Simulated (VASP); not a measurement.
# In3GaSb2N2 (P-4m2) in VASP: a series of runs, part 2 of 2

VASP 6.6.1. The steps go on from the part before.

## 3. Relaxation of cell and atoms, PBE

This run uses another cell than the first one, of 20.88 Å³/atom.

The input, INCAR:

```
  ALGO = Normal
  EDIFF = 1E-7
  EDIFFG = -0.08
  ENCUT = 700
  GGA = PE
  GGA_COMPAT = False
  IBRION = 2
  ISIF = 3
  ISMEAR = 0
  LASPH = True
  LCHARG = False
  LREAL = False
  LWAVE = False
  NELM = 120
  NELMIN = 4
  NSW = 36
  PREC = Accurate
  SIGMA = 0.15
```

The input, KPOINTS:

```
k-points
0
Gamma
  3 3 1
```

The input, POSCAR:

```
In3GaSb2N2
1.0
    3.8000000000      0.0000000000      0.0000000000
    0.0000000000      3.8000000000      0.0000000000
    0.0000000000      0.0000000000     11.5700000000
In Ga Sb N
3 1 2 2
Direct
    0.5000000000      0.5000000000      0.1550000000
    0.5000000000      0.5000000000      0.8450000000
    0.0000000000      0.0000000000      0.5000000000
    0.0000000000      0.0000000000      0.0000000000
    0.5000000000      0.0000000000      0.6700000000
    0.0000000000      0.5000000000      0.3300000000
    0.0000000000      0.5000000000      0.9300000000
    0.5000000000      0.0000000000      0.0700000000
```

Potentials or basis: VASP PAW PBE potentials, release 64 (In_d, Ga_d, Sb_d_GW, N).

On the command line:

```sh
$ cat potpaw_PBE.64/In_d/POTCAR potpaw_PBE.64/Ga_d/POTCAR potpaw_PBE.64/Sb_d_GW/POTCAR potpaw_PBE.64/N/POTCAR > POTCAR
$ mpirun -np 1 vasp_std > vasp.out
```

OUTCAR:

```text
EDIFF = 1E-7
   EDIFFG = -0.08
   ENCUT = 700
   GGA = PE
   IBRION = 2
   ISIF = 3
   ISMEAR = 0
   LASPH = True
   LREAL = False
   NELM = 120
   NELMIN = 4
   NSW = 36
   PREC = Accurate

 ion  position               nearest neighbor table
   1  0.500  0.500  0.155-   8 2.14   8 2.14   6 2.78   6 2.78   4 3.23   4 3.23   4 3.23   4 3.23
                             2 3.59
   2  0.500  0.500  0.845-   7 2.14   7 2.14   5 2.78   5 2.78   4 3.23   4 3.23   4 3.23   4 3.23
                             1 3.59
   3  0.000  0.000  0.500-   5 2.73   6 2.73   6 2.73   5 2.73
   4  0.000  0.000  0.000-   7 2.07   8 2.07   7 2.07   8 2.07   1 3.23   2 3.23   1 3.23   1 3.23
                             2 3.23   2 3.23   1 3.23   2 3.23
   5  0.500  0.000  0.670-   3 2.73   3 2.73   2 2.78   2 2.78
   6  0.000  0.500  0.330-   3 2.73   3 2.73   1 2.78   1 2.78
   7  0.000  0.500  0.930-   4 2.07   4 2.07   2 2.14   2 2.14
   8  0.500  0.000  0.070-   4 2.07   4 2.07   1 2.14   1 2.14

  LATTYP: Found a simple tetragonal cell.
 ALAT       =     3.8000000000
 C/A-ratio  =     3.0447368421

  Lattice vectors:

 A1 = (   3.8000000000,   0.0000000000,   0.0000000000)
 A2 = (   0.0000000000,   3.8000000000,   0.0000000000)
 A3 = (   0.0000000000,   0.0000000000,  11.5700000000)

Analysis of symmetry for initial positions (statically):
=====================================================================
 Subroutine PRICEL returns:
 Original cell was already a primitive cell.

 Routine SETGRP: Setting up the symmetry group for a
 simple tetragonal supercell.

 Subroutine GETGRP returns: Found  8 space group operations
 (whereof  8 operations were pure point group operations)
 out of a pool of 16 trial point group operations.

The static configuration has the point symmetry D_2d.

Analysis of symmetry for dynamics (positions and initial velocities):
=====================================================================
 Subroutine PRICEL returns:
 Original cell was already a primitive cell.

 Routine SETGRP: Setting up the symmetry group for a
 simple tetragonal supercell.

 Subroutine GETGRP returns: Found  8 space group operations
 (whereof  8 operations were pure point group operations)
 out of a pool of 16 trial point group operations.

The dynamic configuration has the point symmetry D_2d.

 Subroutine INISYM returns: Found  8 space group operations
 (whereof  8 operations are pure point group operations),
[... 96 lines left out ...]
   PSTRESS=    0.0 pullay stress
   NELECT =      92.0000    total number of electrons
   NUPDOWN=      -1.0000    fix difference up-down
   EMIN   =  10.00;   EMAX   =-10.00  energy-range for DOS
   EFERMI =   0.00;   METHOD = LEGACY
   ISMEAR =     0;   SIGMA  =   0.15  broadening in eV -4-tet -1-fermi 0-gaus
   EFERMI_NEDOS =   21; number of points for ismear=-14 and -15
   IALGO  =     38    algorithm
   IMIX   =      4    mixing-type and parameters
     AMIX     =   0.40;   BMIX     =  1.00
     AMIX_MAG =   1.60;   BMIX_MAG =  1.00
  volume/ion in A,a.u.               =      20.88       140.93
  Fermi-wavevector in a.u.,A,eV,Ry     =   1.341850  2.535729 24.498120  1.800561
  Thomas-Fermi vector in A             =   2.470051
   LORBIT       =      0    0 simple, 1 ext, 2 COOP (PROOUT), +10 PAW based schemes
   GGA     = PE    functional components
   LHFCALC =     F    Hartree Fock is set to
   AEXX    =    0.0000 exact exchange contribution
   IVDW    =     0    specifies the selected vdW correction
   LEPSILON=     F    determine dielectric tensor
   LRPA    =     F    only Hartree local field effects (RPA)
 conjugate gradient relaxation of ions
 non-spin polarized calculation
 Gauss-broadening in eV      SIGMA  =   0.15
  energy-cutoff  :      700.00
  volume of cell :      167.07
 maximum number of plane-waves:      7038
 NGX is ok and might be reduce to    36
   NGX = 17   NGY = 17   NGZ = 49

--------------------------------------- Ionic step        1  -------------------------------------------

 number of electron      91.9999988 magnetization

 Free energy of the ion-electron system (eV)
  ---------------------------------------------------
  ext. energy  EPLUGINS =         0.00000000
  ---------------------------------------------------
  free energy    TOTEN  =       -32.43710698 eV

  energy without entropy =      -32.33963695  energy(sigma->0) =      -32.38837196

 E-fermi :   7.3888     XC(G=0): -10.2853

 val. band max:        7.3018288562   @ k =   0.0000   0.0000   0.0000
 cond. band min:       7.3951056498   @ k =   0.3333   0.0000   0.0000
 fundamental gap:      0.0932767936
 Fermi energy:         7.3887690599

 k-point     1 :       0.0000    0.0000    0.0000
  band No.  band energies     occupation
      1     -22.1763      2.00000
      2     -22.1763      2.00000
      3     -22.1743      2.00000
      4     -22.1740      2.00000
      5     -22.1641      2.00000
      6     -22.1641      2.00000
[... 330 lines left out ...]
--------------------------------------- Ionic step        5  -------------------------------------------

 number of electron      92.0000000 magnetization

 Free energy of the ion-electron system (eV)
  ---------------------------------------------------
  ext. energy  EPLUGINS =         0.00000000
  ---------------------------------------------------
  free energy    TOTEN  =       -33.12595963 eV

  energy without entropy =      -33.06314662  energy(sigma->0) =      -33.09455312

 E-fermi :   5.8018     XC(G=0):  -9.6730

 val. band max:        5.7741823875   @ k =   0.0000   0.0000   0.0000
 cond. band min:       5.9512132278   @ k =   0.3333   0.0000   0.0000
 fundamental gap:      0.1770308403
 Fermi energy:         5.8017587857

 k-point     1 :       0.0000    0.0000    0.0000
  band No.  band energies     occupation
      1     -23.4956      2.00000
      2     -23.4955      2.00000
      3     -23.4947      2.00000
      4     -23.4947      2.00000
      5     -23.4868      2.00000
      6     -23.4868      2.00000
[... 198 lines left out ...]
  FREE ENERGIE OF THE ION-ELECTRON SYSTEM (eV)
  ---------------------------------------------------
  free  energy   TOTEN  =       -33.1259596293 eV

  energy  without entropy=      -33.0631466161  energy(sigma->0) =      -33.09455312

 reached required accuracy - stopping structural energy minimisation
```

It took 5.7 min on 1 thread of Intel Xeon Platinum 8488C (Sapphire Rapids), shared host; peak memory 0.41 GiB.

Results:

```yaml
Free_energy: -33.1260 eV
Relaxed_volume: 23.70 Å³/atom
Relaxed_cell: a = 3.988 Å, b = 3.988 Å, c = 11.923 Å, α = 90.00°, β = 90.00°, γ = 90.00°
Space_group_after_relaxing_to_0.1_Å: P-4m2 (No. 115)
Energy_gained_by_relaxing: 86.1 meV/atom
Ionic_steps: 5
Pressure_after_relaxing: 0.1 GPa
Largest_force_after_relaxing: 0.067 eV/Å
Band_gap_on_the_k_mesh: zero (filled and empty bands touch)
```

Forces on the atoms (eV/Å):
```
In   0.000  0.000  0.067
In   0.000  0.000 -0.067
In   0.000  0.000  0.000
Ga   0.000  0.000  0.000
Sb   0.000  0.000  0.045
Sb   0.000  0.000 -0.045
N    0.000  0.000 -0.032
N    0.000  0.000  0.032
```

The path:
| step | energy change (eV) | largest force (eV/Å) | pressure (GPa) | volume (Å³) |
| --- | --- | --- | --- | --- |
| 1 | 0.0000 | 0.5987 | 10.02 | 167.07 |
| 2 | -0.5049 | 0.5668 | -3.31 | 200.69 |
| 3 | -0.6348 | 0.5005 | -0.06 | 188.88 |
| 4 | -0.6582 | 0.4101 | -0.02 | 189.07 |
| 5 | -0.6889 | 0.0674 | 0.14 | 189.61 |

Final structure:
```xyz
8
Lattice="3.9879 0.0000 0.0000 0.0000 3.9879 0.0000 0.0000 0.0000 11.9225" Properties=species:S:1:pos:R:3 pbc="T T T"
In    1.9940    1.9940    1.8495
In    1.9940    1.9940   10.0731
In    0.0000    3.9879    5.9613
Ga    0.0000    3.9879    0.0000
Sb    1.9940    0.0000    7.8879
Sb    0.0000    1.9940    4.0347
N     0.0000    1.9940   11.1223
N     1.9940    3.9879    0.8002
```

Levels at points of the mesh, in eV from the Fermi level:
```
           k point  band 44  band 45  band 46  band 47  band 48  band 49
(0.00, 0.00, 0.00)    -1.07    -1.07    -0.03    -0.03     0.23     1.52
```

Caveat: the k points lie up to 0.53 Å⁻¹ apart in the final cell; semilocal functionals underestimate gaps, and a narrow one can read as zero; spin-orbit coupling is left out, which moves the levels of the heavy elements; the relaxation stopped at a loose force limit of 0.08 eV/Å, so its end isn't a converged minimum.

The gap in the log of VASP goes by the Fermi energy; the results here count the filled bands.